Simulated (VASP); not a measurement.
## TlCl: elastic constants with PBEsol

Crystal: TlCl.

```
Tl Cl
1.0
     3.52782    0.00000    0.00000
     0.00000    3.52782    0.00000
     0.00000    0.00000    3.52782
Tl Cl
1 1
Direct
  0.00000 0.00000 0.00000
  0.50000 0.50000 0.50000
```

```
Program                   : VASP 6.6.1
Task                      : elastic constants
Functional                : PBEsol
Potentials or basis       : VASP PAW PBE potentials, release 64 (Tl_d, Cl)
Cutoff                    : 500 eV
k mesh                    : 6 × 6 × 6
Occupations               : gaussian, width 0.01 eV
Spin                      : no spin polarisation
Dipole correction         : no
Ions in elastic constants : relaxed
Further INCAR settings    : ALGO = Normal; EDIFF = 1e-08; NBANDS = 17; IBRION = 6; POTIM = 0.015; NSW = 1; ISIF = 3
```

```yaml
Elastic_constants_C11_C12_C44: 83, 57, 36 GPa
Voigt_bulk_modulus: 66 GPa
Highest_phonon_frequency_at_Γ_LO-TO_splitting_left_out: 124 cm⁻¹
```

Phonon frequencies in cm⁻¹ (negative: imaginary):
| q point | frequencies |
| --- | --- |
| (0.000, 0.000, 0.000) | 0 0 0 124 124 124 |

Elastic tensor in Voigt notation (GPa, in the Cartesian axes of the cell as first typed):
```
83 57 57  0  0  0
57 83 57  0  0  0
57 57 83  0  0  0
 0  0  0 36  0  0
 0  0  0  0 36  0
 0  0  0  0  0 36
```

Clamped-ion elastic tensor (GPa):
```
83 57 57  0  0  0
57 83 57  0  0  0
57 57 83  0  0  0
 0  0  0 36  0  0
 0  0  0  0 36  0
 0  0  0  0  0 36
```

Run time: 2.9 min on 1 thread of Intel(R) Xeon(R) 6975P-C (Granite Rapids) (shared host), peak memory 0.24 GiB.

Caveat: the cell is under stress, which shifts elastic constants; the PAW data sets were made with another functional, which shifts forces and pressure a little.
